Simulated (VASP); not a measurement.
Input of a VASP 6.6.1 run:

The input INCAR:

```
SYSTEM = BN
  PREC = Accurate
  ENCUT = 520
  EDIFF = 1E-7
  ISMEAR = -1
  SIGMA = 0.03
  LREAL = .FALSE.
  LASPH = .TRUE.
  NELM = 100
  ALGO = Normal
  ISIF = 2
  LWAVE = .FALSE.
  LCHARG = .FALSE.
  GGA = PE
  NBANDS = 11
```

The input KPOINTS:

```
regular mesh
0
G
  13 13 13
  0 0 0
```

POSCAR

```
BN
1.0
    0.0000000000      1.8075000000      1.8436500000
    1.8075000000      0.0000000000      1.8436500000
    1.8075000000      1.8075000000      0.0000000000
B N
1 1
Direct
    0.0000000000      0.0000000000      0.0000000000
    0.7500000000      0.7500000000      0.7500000000
```

Potentials or basis: VASP PAW PBE potentials, release 64 (B, N).

Run with:

```bash
$ cat potpaw_PBE.64/B/POTCAR potpaw_PBE.64/N/POTCAR > POTCAR
$ mpirun -np 1 vasp_std > vasp.out
```

Question: Estimate the band gap on the k mesh.

Answer: 4.34 eV, indirect (least direct gap 8.62 eV).

Question: Estimate the pressure.

Answer: -4.1 GPa.

Stress tensor (GPa, compression positive):
```
  0.02   0.00   0.00
  0.00   0.02   0.00
  0.00   0.00 -12.27
```

Caveat: the cell differs from its parent crystal (zz strain of +2 %). A k mesh can miss the band edges.
